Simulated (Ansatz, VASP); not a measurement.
CsTl4P3 in VASP and in Ansatz

Contents of POSCAR:

```
CsTl4P3
1.0
    4.5138370000      0.0000000000      0.0000000000
    0.0000000000      4.5138370000      0.0000000000
    0.0000000000      0.0000000000     11.4164610000
Cs P Tl
1 3 4
Direct
    0.0000000000      0.0000000000      0.5000000000
    0.5000000000      0.5000000000      0.2777100000
    0.5000000000      0.5000000000      0.7222900000
    0.0000000000      0.0000000000      0.0000000000
    0.0000000000      0.5000000000      0.1533900000
    0.5000000000      0.0000000000      0.1533900000
    0.0000000000      0.5000000000      0.8466100000
    0.5000000000      0.0000000000      0.8466100000
```

File INCAR.step1:

```
SYSTEM = CsTl4P3
PREC = Accurate
ENCUT = 520
EDIFF = 1E-5
ISMEAR = -1
SIGMA = 0.1
LREAL = .FALSE.
LASPH = .TRUE.
NELM = 80
ALGO = Normal
ISIF = 2
LWAVE = .TRUE.
LCHARG = .FALSE.
NBANDS = 48
GGA = PE
LUSENCCL = .FALSE.
```

The input INCAR.step2:

```
SYSTEM = CsTl4P3
PREC = Accurate
ENCUT = 520
EDIFF = 1E-6
ISMEAR = -1
SIGMA = 0.1
LREAL = .FALSE.
LASPH = .TRUE.
NELM = 80
ALGO = Normal
ISIF = 2
LWAVE = .FALSE.
LCHARG = .FALSE.
GGA = PE
LHFCALC = .TRUE.
AEXX = 0.25
PRECFOCK = Fast
NBANDS = 48
ISTART = 1
LUSENCCL = .FALSE.
```

The input KPOINTS:

```
regular mesh
0
G
  3 3 1
  0 0 0
```

Input for Ansatz:

```yaml
crystal:
  lattice:
    - [4.513837, 0.0, 0.0]
    - [0.0, 4.513837, 0.0]
    - [0.0, 0.0, 11.416461]
  atoms:
    - { symbol: Cs, position: [0.0, 0.0, 0.5] }
    - { symbol: P, position: [0.5, 0.5, 0.27771] }
    - { symbol: P, position: [0.5, 0.5, 0.72229] }
    - { symbol: P, position: [0.0, 0.0, 0.0] }
    - { symbol: Tl, position: [0.0, 0.5, 0.15339] }
    - { symbol: Tl, position: [0.5, 0.0, 0.15339] }
    - { symbol: Tl, position: [0.0, 0.5, 0.84661] }
    - { symbol: Tl, position: [0.5, 0.0, 0.84661] }
  symmetry: { tolerance: 0.0003 }
kpoints:
  mp_grid: { grid: [3, 3, 1], shift: [0, 0, 0] }
magnetization:
  spin_polarized: false
scf:
  occupations: { method: fermi_dirac }
hamiltonian:
  pseudopotentials: { kind: paw }
  xc: pbe0
basis:
  ecutwfc: 420
  fft_grid_basis: typed
output:
  forces: true
  stress: true
  eigenvalues: true
  bader: true
  populations: true
  elf: true
  write_potential: true
  volumetric_format: npy
  dos:
    e_range: [-12, 8]
    de: 0.05
    projected: { site_lists: { Cs: [Cs], P: [P], Tl: [Tl] } }
    method: { smearing: { sigma: 0.1, scheme: gaussian } }
```

Alike in both runs: task single point; functional PBE0; k mesh 3 × 3 × 1; no spin polarisation.

|  | VASP | Ansatz |
| --- | --- | --- |
| version | VASP 6.6.1 | Ansatz 0.2.0 |
| potentials or method | VASP PAW PBE potentials, release 64 (Cs_sv, P, Tl_d), cutoff 520 eV | PAW plane waves |
| occupations | fermi-dirac, width 0.1 eV | fermi-dirac |
| valence electrons in the cell | 76 | 76 |

```csv
,VASP,Ansatz,Ansatz less VASP
pressure (GPa),6.5,6.7,+0.21
"traceless stress, the component that is largest in VASP (GPa)",-5.10,-5.16,-0.053
rms of the force components (eV/Å),0.242,0.241,-0.0018
```

Atom by atom the forces differ by 0.003 eV/Å (rms over components). Ansatz's warnings: filled band counts differ across k points, stress exchange threshold loose, stress scf threshold loose.

The k mesh is coarse, so the values compare programs but aren't converged. Neither program's run includes spin-orbit coupling.
